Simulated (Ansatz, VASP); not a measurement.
One calculation of MgSb2, two programs

INCAR

```
SYSTEM = MgSb2
ALGO     = Normal         ! electronic algorithm
EDIFF    = 1E-6           ! SCF threshold, eV
ENCUT    = 520            ! plane-wave cutoff, eV
GGA      = PS             ! functional
ISIF     = 2              ! what is computed and relaxed
ISMEAR   = -1             ! smearing method
IVDW     = 13             ! dispersion correction
LASPH    = .TRUE.         ! aspherical terms in the spheres
LCHARG   = .FALSE.        ! write CHGCAR
LREAL    = .FALSE.        ! projectors in reciprocal space
LWAVE    = .FALSE.        ! write WAVECAR
NBANDS   = 21             ! bands
NELM     = 100            ! most SCF steps
PREC     = Accurate       ! precision mode
SIGMA    = 0.1            ! smearing width, eV
```

KPOINTS

```
k-points
0
G
  4 4 4
  0 0 0
```

The input POSCAR:

```
MgSb2
1.0
    4.5771166283     -2.8656224890      0.0000000000
    4.5771166283      2.8656224890      0.0000000000
    0.0000000000      0.0000000000      5.4631191391
Mg Sb
2 4
Direct
    0.3158830000      0.6841170000      0.7500000000
    0.6841170000      0.3158830000      0.2500000000
    0.6345660000      0.0337820000      0.7500000000
    0.9662180000      0.3654340000      0.7500000000
    0.0337820000      0.6345660000      0.2500000000
    0.3654340000      0.9662180000      0.2500000000
```

Input for Ansatz:

```yaml
crystal:
  lattice:
    - [4.57711662833476, -2.865622488966387, 0.0]
    - [4.57711662833476, 2.865622488966387, 0.0]
    - [0.0, 0.0, 5.463119139078923]
  atoms:
    - { symbol: Mg, position: [0.315883, 0.684117, 0.75] }
    - { symbol: Mg, position: [0.684117, 0.315883, 0.25] }
    - { symbol: Sb, position: [0.634566, 0.033782, 0.75] }
    - { symbol: Sb, position: [0.966218, 0.365434, 0.75] }
    - { symbol: Sb, position: [0.033782, 0.634566, 0.25] }
    - { symbol: Sb, position: [0.365434, 0.966218, 0.25] }
basis:
  ecutwfc: 500.0
kpoints:
  mp_grid:
    grid: [4, 4, 4]
hamiltonian:
  xc: pbesol
  dispersion: d4
  pseudopotentials:
    kind: paw
scf:
  max_iter: 100
  mixing:
    algorithm: broyden
  occupations:
    method: fermi_dirac
    width: 0.1
output:
  stress: true
```

Alike in both runs: task single point; functional PBEsol; dispersion D4; k mesh 4 × 4 × 4; occupations fermi-dirac, width 0.1 eV; no spin polarisation.

```csv
,VASP,Ansatz
version,VASP 6.6.1,Ansatz 0.2.0
potentials or method,"VASP PAW PBE potentials, release 64 (Mg, Sb), cutoff 520 eV","plane waves, PAW"
valence electrons in the cell,24,80
```

|  | VASP | Ansatz | Ansatz less VASP |
| --- | --- | --- | --- |
| pressure (GPa) | 0.5 | 0.4 | -0.09 |
| traceless stress, the component that is largest in VASP (GPa) | 2.83 | 2.75 | -0.082 |

VASP's potentials were made for PBE, not for PBEsol. VASP's potentials hold 24 valence electrons a cell and Ansatz's 80, so a difference there can come from the potentials and not from the codes.

Spin-orbit coupling is off throughout.
